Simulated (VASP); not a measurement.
Here is a VASP 6.6.1 calculation.

Contents of INCAR:

```
PREC     = Accurate       # precision mode
ENCUT    = 520            # plane-wave cutoff, eV
EDIFF    = 1E-6           # SCF threshold, eV
ISMEAR   = 0              # smearing method
SIGMA    = 0.1            # smearing width, eV
LREAL    = False          # projectors in reciprocal space
LASPH    = True           # aspherical terms in the spheres
NELM     = 150            # most SCF steps
ALGO     = Normal         # electronic algorithm
ISIF     = 2              # what is computed and relaxed
LWAVE    = False          # write WAVECAR
LCHARG   = False          # write CHGCAR
ISPIN    = 2              # spin polarisation
MAGMOM   = 0 0 0 1 0 0 0 0 # initial moments
LORBIT   = 11             # projections on sites
LMAXMIX  = 4              # l up to which the mixer works
GGA      = PE             # functional
NBANDS   = 29             # bands
```

File KPOINTS:

```
regular mesh
0
Gamma
  4 4 4
```

File POSCAR:

```
Mg3TiB4
1.0
   -2.8516763211      2.8516763211      2.8516763211
    2.8516763211     -2.8516763211      2.8516763211
    2.8516763211      2.8516763211     -2.8516763211
Mg Ti B
3 1 4
Direct
    0.0000000000      0.5000000000      0.5000000000
    0.5000000000      0.0000000000      0.5000000000
    0.5000000000      0.5000000000      0.0000000000
    0.0000000000      0.0000000000      0.0000000000
    0.5000000000      0.0000000000      0.0000000000
    0.0000000000      0.5000000000      0.0000000000
    0.0000000000      0.0000000000      0.5000000000
    0.5000000000      0.5000000000      0.5000000000
```

Potentials or basis: VASP PAW PBE potentials, release 64 (Mg, Ti_sv, B).

Launch:

```console
$ cat potpaw_PBE.64/Mg/POTCAR potpaw_PBE.64/Ti_sv/POTCAR potpaw_PBE.64/B/POTCAR > POTCAR
$ mpirun -np 1 vasp_std > vasp.out
```

(1) What does it give for the band gap on the k mesh?

(2) What does it give for the pressure?

(3) Estimate the net moment.

## Answers

(1) zero (filled and empty bands overlap).

(2) 0.0 GPa.

(3) 0.00 μB per cell.

Caveat: the k points lie up to 0.39 Å⁻¹ apart, too coarse for converged energies and pressures of a metal.
